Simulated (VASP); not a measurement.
# HgS (F-43m) in VASP: notebook, part 2 of 2

VASP 6.6.1. The steps go on from the part before.

### 3 Single point, r2SCAN

This run uses another cell than the first one, of 26.05 Å³/atom, 1.020 times its volume.

POSCAR

```
HgS
1.0
    0.0000000000      2.9642203676      2.9642203676
    2.9642203676      0.0000000000      2.9642203676
    2.9642203676      2.9642203676      0.0000000000
Hg S
1 1
Direct
    0.0000000000      0.0000000000      0.0000000000
    0.7500000000      0.7500000000      0.7500000000
```

INCAR.step1

```
PREC = Accurate ; ENCUT = 550
ISMEAR = 0 ; SIGMA = 0.05
LREAL = F ; LASPH = T
NELM = 120 ; NBANDS = 16
GGA = PE ; ALGO = Normal
EDIFF = 1E-5 ; LWAVE = T
LCHARG = F ; GGA_COMPAT = F
```

INCAR.step2

```
PREC = Accurate ; ENCUT = 550
EDIFF = 1E-6 ; ISMEAR = 0
SIGMA = 0.05 ; LREAL = F
LASPH = T ; NELM = 120
ALGO = Normal ; ISIF = 2
LWAVE = F ; LCHARG = F
METAGGA = R2SCAN ; LMIXTAU = T
NBANDS = 16 ; ISTART = 1
GGA_COMPAT = F
```

KPOINTS

```
Automatic mesh
0
Gamma
  8 8 8
```

Potentials or basis: VASP PAW PBE potentials, release 64 (Hg, S).

Launch:

```console
> cat potpaw_PBE.64/Hg/POTCAR potpaw_PBE.64/S/POTCAR > POTCAR
> cp INCAR.step1 INCAR
> mpirun -np 1 vasp_std > vasp.out
> cp INCAR.step2 INCAR
> mpirun -np 1 vasp_std > vasp.out
```

OUTCAR:

```text
PREC = Accurate
   ENCUT = 550
   EDIFF = 1E-6
   ISMEAR = 0
   LREAL = F
   LASPH = T
   NELM = 120
   ISIF = 2
   METAGGA = R2SCAN
   ISTART = 1

 ion  position               nearest neighbor table
   1  0.000  0.000  0.000-   2 2.57   2 2.57   2 2.57   2 2.57
   2  0.750  0.750  0.750-   1 2.57   1 2.57   1 2.57   1 2.57

  LATTYP: Found a face centered cubic cell.
 ALAT       =     5.9284407352

  Lattice vectors:

 A1 = (   0.0000000000,   2.9642203676,   2.9642203676)
 A2 = (   2.9642203676,   0.0000000000,   2.9642203676)
 A3 = (   2.9642203676,   2.9642203676,   0.0000000000)

Analysis of symmetry for initial positions (statically):
=====================================================================
 Subroutine PRICEL returns:
 Original cell was already a primitive cell.

 Routine SETGRP: Setting up the symmetry group for a
 face centered cubic supercell.

 Subroutine GETGRP returns: Found 24 space group operations
 (whereof 24 operations were pure point group operations)
 out of a pool of 48 trial point group operations.

The static configuration has the point symmetry T_d .

Analysis of symmetry for dynamics (positions and initial velocities):
=====================================================================
 Subroutine PRICEL returns:
 Original cell was already a primitive cell.

 Routine SETGRP: Setting up the symmetry group for a
 face centered cubic supercell.

 Subroutine GETGRP returns: Found 24 space group operations
 (whereof 24 operations were pure point group operations)
 out of a pool of 48 trial point group operations.

The dynamic configuration has the point symmetry T_d .

 Subroutine INISYM returns: Found 24 space group operations
 (whereof 24 operations are pure point group operations),
 and found     1 'primitive' translations

----------------------------------------------------------------------------------------

                                     Primitive cell

  volume of cell :      52.0909

  direct lattice vectors                    reciprocal lattice vectors
     0.000000000  2.964220368  2.964220368    -0.168678417  0.168678417  0.168678417
     2.964220368  0.000000000  2.964220368     0.168678417 -0.168678417  0.168678417
     2.964220368  2.964220368  0.000000000     0.168678417  0.168678417 -0.168678417

  length of vectors
     4.192040646  4.192040646  4.192040646     0.292159589  0.292159589  0.292159589

  position of ions in fractional coordinates (direct lattice)
     0.000000000  0.000000000  0.000000000
     0.750000000  0.750000000  0.750000000

  ion indices of the primitive-cell ions
   primitive index   ion index
                 1           1
                 2           2

----------------------------------------------------------------------------------------

 KPOINTS: Automatic mesh

Automatic generation of k-mesh.
 Grid dimensions read from file:
 generate k-points for:    8    8    8

 Generating k-lattice:

  Cartesian coordinates                     Fractional coordinates (reciprocal lattice)
    -0.021084802  0.021084802  0.021084802     0.125000000  0.000000000  0.000000000
     0.021084802 -0.021084802  0.021084802     0.000000000  0.125000000  0.000000000
     0.021084802  0.021084802 -0.021084802     0.000000000  0.000000000  0.125000000

  Length of vectors
     0.036519949  0.036519949  0.036519949

  Shift w.r.t. Gamma in fractional coordinates (k-lattice)
     0.000000000  0.000000000  0.000000000

 Subroutine IBZKPT returns following result:
 ===========================================

 Found     29 irreducible k-points:

 Following reciprocal coordinates:
            Coordinates               Weight
  0.000000  0.000000  0.000000      1.000000
  0.125000  0.000000  0.000000      8.000000
  0.250000  0.000000  0.000000      8.000000
  0.375000  0.000000  0.000000      8.000000
  0.500000  0.000000  0.000000      4.000000
  0.125000  0.125000  0.000000      6.000000
[... 16 lines left out ...]
  0.500000  0.250000  0.125000     48.000000
 -0.375000  0.250000  0.125000     24.000000
[... 33 lines left out ...]
   EFERMI =   0.00;   METHOD = LEGACY
   ISMEAR =     0;   SIGMA  =   0.05  broadening in eV -4-tet -1-fermi 0-gaus
   EFERMI_NEDOS =   21; number of points for ismear=-14 and -15
   IALGO  =     38    algorithm
   IMIX   =      4    mixing-type and parameters
     AMIX     =   0.40;   BMIX     =  1.00
     AMIX_MAG =   1.60;   BMIX_MAG =  1.00
  volume/ion in A,a.u.               =      26.05       175.76
  Fermi-wavevector in a.u.,A,eV,Ry     =   1.148802  2.170921 17.956235  1.319746
  Thomas-Fermi vector in A             =   2.285475
   LORBIT       =      0    0 simple, 1 ext, 2 COOP (PROOUT), +10 PAW based schemes
   METAGGA = R2SCAN    functional components
   LHFCALC =     F    Hartree Fock is set to
   AEXX    =    0.0000 exact exchange contribution
   IVDW    =     0    specifies the selected vdW correction
   LEPSILON=     F    determine dielectric tensor
   LRPA    =     F    only Hartree local field effects (RPA)
 non-spin polarized calculation
 Gauss-broadening in eV      SIGMA  =   0.05
  energy-cutoff  :      550.00
  volume of cell :       52.09
 maximum number of plane-waves:      1540
   NGX = 17   NGY = 17   NGZ = 17

 number of electron      17.9999998 magnetization

 Free energy of the ion-electron system (eV)
  ---------------------------------------------------
  ext. energy  EPLUGINS =         0.00000000
  ---------------------------------------------------
  free energy    TOTEN  =       -57.74085961 eV

  energy without entropy =      -57.74070894  energy(sigma->0) =      -57.74078427

 E-fermi :   1.5073     XC(G=0):  -9.7437

 val. band max:        1.4920793426   @ k =   0.0000   0.0000   0.0000
 cond. band min:       2.4620540924   @ k =   0.1250   0.0000   0.0000
 fundamental gap:      0.9699747497
 Fermi energy:         1.5073085321

 k-point     1 :       0.0000    0.0000    0.0000
  band No.  band energies     occupation
      1     -12.0600      2.00000
      2      -5.6372      2.00000
      3      -5.6372      2.00000
      4      -5.6372      2.00000
      5      -4.7484      2.00000
      6      -4.7484      2.00000
[... 8 lines left out ...]
     15      13.5898      0.00000
     16      13.5898      0.00000

 k-point     2 :       0.1250    0.0000    0.0000
  band No.  band energies     occupation
      1     -11.9889      2.00000
      2      -5.6030      2.00000
      3      -5.6012      2.00000
      4      -5.6012      2.00000
      5      -4.7505      2.00000
      6      -4.7505      2.00000
[... 8 lines left out ...]
     15      12.9360      0.00000
     16      12.9360      0.00000
[... 387 lines left out ...]
      5      -4.7042      2.00000
      6      -4.6046      2.00000
[... 8 lines left out ...]
     15      14.4056      0.00000
     16      14.6593      0.00000

 k-point    24 :      -0.3750    0.2500    0.1250
  band No.  band energies     occupation
      1     -11.4713      2.00000
      2      -5.3727      2.00000
      3      -5.3050      2.00000
      4      -4.8113      2.00000
      5      -4.7192      2.00000
      6      -4.2947      2.00000
[... 8 lines left out ...]
     15      13.9254      0.00000
     16      14.7459      0.00000

 [... further k-points ...]
[... 5 lines left out ...]
  --------------------------------------------------------------------------------------
  -------------------------------------------------------------------------------------
  Total        0.0899756      0.0899756      0.0899756     -0.0000000      0.0000000      0.0000000
  in kB        2.7674110      2.7674110      2.7674110     -0.0000000      0.0000000      0.0000000
  external PRESSURE =       2.7674110 kB  Pullay stress =       0.0000000 kB

 VOLUME and BASIS-vectors are now :
 -----------------------------------------------------------------------------
  energy-cutoff  :      550.00
  volume of cell :       52.09
      direct lattice vectors                 reciprocal lattice vectors
     0.000000000  2.964220368  2.964220368    -0.168678417  0.168678417  0.168678417
     2.964220368  0.000000000  2.964220368     0.168678417 -0.168678417  0.168678417
     2.964220368  2.964220368  0.000000000     0.168678417  0.168678417 -0.168678417

 POSITION                                       TOTAL-FORCE (eV/Angst)
 -----------------------------------------------------------------------------------
      0.00000      0.00000      0.00000         0.000000      0.000000      0.000000
      4.44633      4.44633      4.44633        -0.000000     -0.000000     -0.000000
 -----------------------------------------------------------------------------------
    total drift:                                0.000000      0.000000      0.000000

  FREE ENERGIE OF THE ION-ELECTRON SYSTEM (eV)
  ---------------------------------------------------
  free  energy   TOTEN  =       -57.7408596103 eV

  energy  without entropy=      -57.7407089376  energy(sigma->0) =      -57.74078427
```

OUTCAR.step1:

```text
PREC = Accurate
   ENCUT = 550
   ISMEAR = 0
   LREAL = F
   LASPH = T
[... 676 lines left out ...]
 -----------------------------------------------------------------------------------
      0.00000      0.00000      0.00000         0.000000     -0.000000     -0.000000
      4.44633      4.44633      4.44633        -0.000000      0.000000      0.000000
 -----------------------------------------------------------------------------------
    total drift:                                0.000000      0.000000      0.000000

  FREE ENERGIE OF THE ION-ELECTRON SYSTEM (eV)
  ---------------------------------------------------
  free  energy   TOTEN  =        -4.5425846267 eV

  energy  without entropy=       -4.5424339337  energy(sigma->0) =       -4.54250928
```

OSZICAR.step1:

```text
N       E                     dE             d eps       ncg     rms          rms(c)
DAV:   1     0.119030381418E+03    0.11903E+03   -0.90509E+03   944   0.107E+03
DAV:   2    -0.260160484057E+00   -0.11929E+03   -0.11095E+03  1112   0.250E+02
DAV:   3    -0.496040788485E+01   -0.47002E+01   -0.46830E+01  1200   0.509E+01
DAV:   4    -0.499168482721E+01   -0.31277E-01   -0.31274E-01  1128   0.421E+00
DAV:   5    -0.499210433572E+01   -0.41951E-03   -0.41949E-03  1192   0.480E-01    0.970E+00
DAV:   6    -0.455222856405E+01    0.43988E+00   -0.73637E-01  1392   0.122E+01    0.757E+00
DAV:   7    -0.454462335309E+01    0.76052E-02   -0.15919E-01  1160   0.281E+00    0.349E+00
DAV:   8    -0.454279925116E+01    0.18241E-02   -0.16551E-02  1104   0.160E+00    0.239E-01
DAV:   9    -0.454252398844E+01    0.27526E-03   -0.19207E-03  1096   0.670E-01    0.632E-02
DAV:  10    -0.454255641163E+01   -0.32423E-04   -0.19820E-04  1184   0.150E-01    0.635E-02
DAV:  11    -0.454257198787E+01   -0.15576E-04   -0.22865E-05  1160   0.398E-02    0.404E-02
DAV:  12    -0.454258477668E+01   -0.12789E-04   -0.15520E-05  1008   0.261E-02    0.186E-02
DAV:  13    -0.454258462669E+01    0.14999E-06   -0.89014E-07   624   0.681E-03
   1 F= -.45425846E+01 E0= -.45425093E+01  d E =-.150693E-03
```

It took 68 s on 1 thread of Intel Xeon Platinum 8259CL at 2.50GHz (Skylake/Cascade Lake), shared host; peak memory 0.2 GiB.

Results:

| Property | Result |
| --- | --- |
| Free energy | -57.7409 eV |
| Pressure | 0.3 GPa |
| Band gap on the k mesh | zero (filled and empty bands touch) |

Caveat: the PAW data sets were made with another functional, which shifts forces and pressure a little; spin-orbit coupling is left out, which moves the levels of the heavy elements.

### 4 Single point, r2SCAN (volume scaled by 1.02)

POSCAR

```
HgS
1.0
    0.0000000000      2.9838515382      2.9838515382
    2.9838515382      0.0000000000      2.9838515382
    2.9838515382      2.9838515382      0.0000000000
Hg S
1 1
Direct
    0.0000000000      0.0000000000      0.0000000000
    0.7500000000      0.7500000000      0.7500000000
```

INCAR.step1

```
SYSTEM = HgS
PREC = Accurate ; ENCUT = 550
ISMEAR = 0 ; SIGMA = 0.05
LREAL = .False. ; LASPH = .True.
NELM = 120 ; NBANDS = 16
GGA = PE ; ALGO = Normal
EDIFF = 1E-5 ; LWAVE = .True.
LCHARG = .False. ; GGA_COMPAT = .False.
```

INCAR.step2

```
SYSTEM = HgS
PREC = Accurate ; ENCUT = 550
EDIFF = 1E-6 ; ISMEAR = 0
SIGMA = 0.05 ; LREAL = .False.
LASPH = .True. ; NELM = 120
ALGO = Normal ; ISIF = 2
LWAVE = .False. ; LCHARG = .True.
METAGGA = R2SCAN ; LMIXTAU = .True.
LELF = .True. ; LVHAR = .True.
NBANDS = 16 ; ISTART = 1
GGA_COMPAT = .False.
```

KPOINTS

```
regular mesh
0
Gamma
  8 8 8
  0 0 0
```

Launch:

```console
> cat potpaw_PBE.64/Hg/POTCAR potpaw_PBE.64/S/POTCAR > POTCAR
> cp INCAR.step1 INCAR
> mpirun -np 1 vasp_std > vasp.out
> cp INCAR.step2 INCAR
> mpirun -np 1 vasp_std > vasp.out
```

Wall time 68 s (1 thread of Intel Xeon Platinum 8259CL at 2.50GHz (Skylake/Cascade Lake), shared host); peak memory 0.2 GiB.

Results (log left out):

```yaml
Free_energy: -57.7392 eV
Pressure: -0.8 GPa
Band_gap_on_the_k_mesh: zero (filled and empty bands touch)
```

Levels at points of the mesh, in eV from the Fermi level:
| k point | band 5 | band 6 | band 7 | band 8 | band 9 | band 10 | band 11 | band 12 | band 13 | band 14 |
| --- | --- | --- | --- | --- | --- | --- | --- | --- | --- | --- |
| (0.00, 0.00, 0.00) | -6.18 | -6.18 | -0.27 | -0.02 | -0.02 | -0.02 | 6.53 | 6.53 | 6.53 | 10.04 |
| (0.50, 0.00, 0.00) | -6.12 | -5.81 | -5.25 | -0.92 | -0.92 | 1.84 | 7.18 | 7.21 | 7.21 | 10.47 |
| (0.50, 0.50, 0.00) | -6.04 | -5.78 | -4.72 | -2.18 | -2.18 | 3.38 | 3.80 | 8.83 | 10.62 | 10.62 |

Caveat: the cell differs from its parent crystal (volume scaled by 1.02); the PAW data sets were made with another functional, which shifts forces and pressure a little; spin-orbit coupling is left out, which moves the levels of the heavy elements.

### 5 Single point, r2SCAN (volume scaled by 1.04)

POSCAR

```
HgS
1.0
    0.0000000000      3.0032277404      3.0032277404
    3.0032277404      0.0000000000      3.0032277404
    3.0032277404      3.0032277404      0.0000000000
Hg S
1 1
Direct
    0.0000000000      0.0000000000      0.0000000000
    0.7500000000      0.7500000000      0.7500000000
```

INCAR.step1

```
  ALGO = Normal
  EDIFF = 1E-5
  ENCUT = 550
  GGA = PE
  GGA_COMPAT = False
  ISMEAR = 0
  LASPH = True
  LCHARG = False
  LREAL = False
  LWAVE = True
  NBANDS = 16
  NELM = 120
  PREC = Accurate
  SIGMA = 0.05
```

INCAR.step2

```
  ALGO = Normal
  EDIFF = 1E-6
  ENCUT = 550
  GGA_COMPAT = False
  ISIF = 2
  ISMEAR = 0
  ISTART = 1
  LASPH = True
  LCHARG = False
  LMIXTAU = True
  LREAL = False
  LWAVE = False
  METAGGA = R2SCAN
  NBANDS = 16
  NELM = 120
  PREC = Accurate
  SIGMA = 0.05
```

KPOINTS

```
k-points
0
Gamma
  8 8 8
```

Launch:

```console
> cat potpaw_PBE.64/Hg/POTCAR potpaw_PBE.64/S/POTCAR > POTCAR
> cp INCAR.step1 INCAR
> mpirun -np 1 vasp_std > vasp.out
> cp INCAR.step2 INCAR
> mpirun -np 1 vasp_std > vasp.out
```

It took 69 s on 1 thread of Intel Xeon Platinum 8259CL at 2.50GHz (Skylake/Cascade Lake), shared host; peak memory 0.2 GiB.

The run converged. Its results:

```yaml
Free_energy: -57.7307 eV
Pressure: -1.9 GPa
Band_gap_on_the_k_mesh: zero (filled and empty bands touch)
```

Levels at points of the mesh, in eV from the Fermi level:
```
           k point  band 5  band 6  band 7  band 8  band 9  band 10  band 11  band 12  band 13  band 14
(0.00, 0.00, 0.00)   -6.10   -6.10   -0.29   -0.02   -0.02    -0.02     6.55     6.55     6.55     9.97
(0.50, 0.00, 0.00)   -6.05   -5.76   -5.11   -0.88   -0.88     1.82     7.13     7.22     7.22    10.44
(0.50, 0.50, 0.00)   -5.97   -5.73   -4.63   -2.10   -2.10     3.35     3.84     8.79    10.52    10.52
```

Caveat: the cell differs from its parent crystal (volume scaled by 1.04); the PAW data sets were made with another functional, which shifts forces and pressure a little; spin-orbit coupling is left out, which moves the levels of the heavy elements.

### 6 Single point, PBE, collinear spin, ferromagnetic start

This run uses another cell than the first one, of 25.13 Å³/atom, 0.984 times its volume.

INCAR

```
SYSTEM = HgS
PREC     = Accurate       ! precision mode
ENCUT    = 500            ! plane-wave cutoff, eV
EDIFF    = 1E-6           ! SCF threshold, eV
ISMEAR   = 0              ! smearing method
SIGMA    = 0.05           ! smearing width, eV
LREAL    = .FALSE.        ! projectors in reciprocal space
LASPH    = .TRUE.         ! aspherical terms in the spheres
NELM     = 200            ! most SCF steps
ALGO     = Normal         ! electronic algorithm
ISIF     = 2              ! what is computed and relaxed
LWAVE    = .FALSE.        ! write WAVECAR
LCHARG   = .TRUE.         ! write CHGCAR
ISPIN    = 2              ! spin polarisation
MAGMOM   = 0.2 0.2        ! initial moments
LORBIT   = 11             ! projections on sites
GGA      = PE             ! functional
LELF     = .TRUE.         ! ELF
LVHAR    = .TRUE.       
NBANDS   = 20             ! bands
GGA_COMPAT= .FALSE.
```

KPOINTS

```
regular mesh
0
G
  8 8 8
  0 0 0
```

POSCAR

```
HgS
1.0
    0.0000000000      2.9289995691      2.9289995691
    2.9289995691      0.0000000000      2.9289995691
    2.9289995691      2.9289995691      0.0000000000
Hg S
1 1
Direct
    0.0000000000      0.0000000000      0.0000000000
    0.7500000000      0.7500000000      0.7500000000
```

Potentials or basis: VASP PAW PBE potentials, release 64 (Hg, S).

Launch:

```console
> cat potpaw_PBE.64/Hg/POTCAR potpaw_PBE.64/S/POTCAR > POTCAR
> mpirun -np 1 vasp_std > vasp.out
```

Run time: 51 s. Hardware: 1 thread of Intel Xeon Platinum 8259CL at 2.50GHz (Skylake/Cascade Lake), shared host; peak memory 0.21 GiB.

Results (log left out):

| Quantity | Value |
| --- | --- |
| Free energy | -4.5059 eV |
| Pressure | 4.3 GPa |
| Band gap on the k mesh | zero (filled and empty bands touch) |
| Net moment | 0.00 μB per cell |
| Valence electrons inside the program's atomic spheres | Hg 10.51; S 3.67 |

Levels at points of the mesh, in eV from the Fermi level:
Spin up:
| k point | band 7 | band 8 | band 9 | band 10 | band 11 | band 12 |
| --- | --- | --- | --- | --- | --- | --- |
| (0.00, 0.00, 0.00) | -0.46 | -0.02 | -0.02 | -0.02 | 6.01 | 6.01 |
| (0.50, 0.00, 0.00) | -5.52 | -0.99 | -0.99 | 1.59 | 6.75 | 6.75 |
| (0.50, 0.50, 0.00) | -4.87 | -2.34 | -2.34 | 3.21 | 3.42 | 8.54 |
Spin down:
```
           k point  band 6  band 7  band 8  band 9  band 10  band 11  band 12  band 13
(0.00, 0.00, 0.00)   -6.19   -0.46   -0.02   -0.02    -0.02     6.01     6.01     6.01
(0.50, 0.00, 0.00)   -5.79   -5.52   -0.99   -0.99     1.59     6.75     6.75     6.93
(0.50, 0.50, 0.00)   -5.77   -4.87   -2.34   -2.34     3.21     3.42     8.54    10.23
```

Caveat: spin-orbit coupling is left out, which moves the levels of the heavy elements.

### 7 Summary

| level | spin | cell | cutoff (eV) | gap on the mesh (eV) | pressure (GPa) |
| --- | --- | --- | --- | --- | --- |
| r2SCAN | off | a = 4.164 Å, angles 60.0°, 2 atoms | 550 | none | 1.5 |
| r2SCAN | off | a = 4.192 Å, angles 60.0°, 2 atoms | 550 | none | 0.3 |
| r2SCAN | off | a = 4.220 Å, angles 60.0°, 2 atoms | 550 | none | -0.8 |
| r2SCAN | off | a = 4.247 Å, angles 60.0°, 2 atoms | 550 | none | -1.9 |
| PBE | collinear, ferromagnetic start | a = 4.142 Å, angles 60.0°, 2 atoms | 500 | none | 4.3 |

Alike in all rows: task single point; potentials or basis VASP PAW PBE potentials, release 64 (Hg, S); k mesh 8 × 8 × 8; smearing gaussian 0.05 eV.

Caveats: spin-orbit coupling is left out, which moves the levels of the heavy elements; the PAW data sets were made with another functional, which shifts forces and pressure a little (some runs).

Total energies depend on the potentials used, so only differences within one code and one set of settings carry meaning.
